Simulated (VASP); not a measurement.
Input of a VASP 6.6.1 run:

The input INCAR:

```
ALGO = Normal ; EDIFF = 1E-6
ENCUT = 600 ; GGA_COMPAT = False
ISIF = 2 ; ISMEAR = 0
LASPH = True ; LCHARG = False
LREAL = False ; LWAVE = False
NBANDS = 11 ; NELM = 120
PREC = Accurate ; SIGMA = 0.01
```

File KPOINTS:

```
k-points
0
Gamma
  5 5 5
```

Contents of POSCAR:

```
SiC
1.0
    0.0000000000      2.1790000000      2.1790000000
    2.1790000000      0.0000000000      2.1790000000
    2.1790000000      2.1790000000      0.0000000000
Si C
1 1
Direct
    0.0000000000      0.0000000000      0.0000000000
    0.7500000000      0.7500000000      0.7500000000
```

Potentials or basis: VASP PAW LDA potentials, release 64 (Si, C).

Run with:

```sh
$ cat potpaw_LDA.64/Si/POTCAR potpaw_LDA.64/C/POTCAR > POTCAR
$ mpirun -np 1 vasp_std > vasp.out
```

Problem. Estimate the pressure.

Solution. -4.1 GPa.

Problem. Predict the band gap on the k mesh.

Solution. 1.75 eV (least direct gap 4.74 eV).

Caveat: the k points lie up to 0.50 Å⁻¹ apart; an odd mesh through Γ misses points on the zone boundary, where band edges can lie.
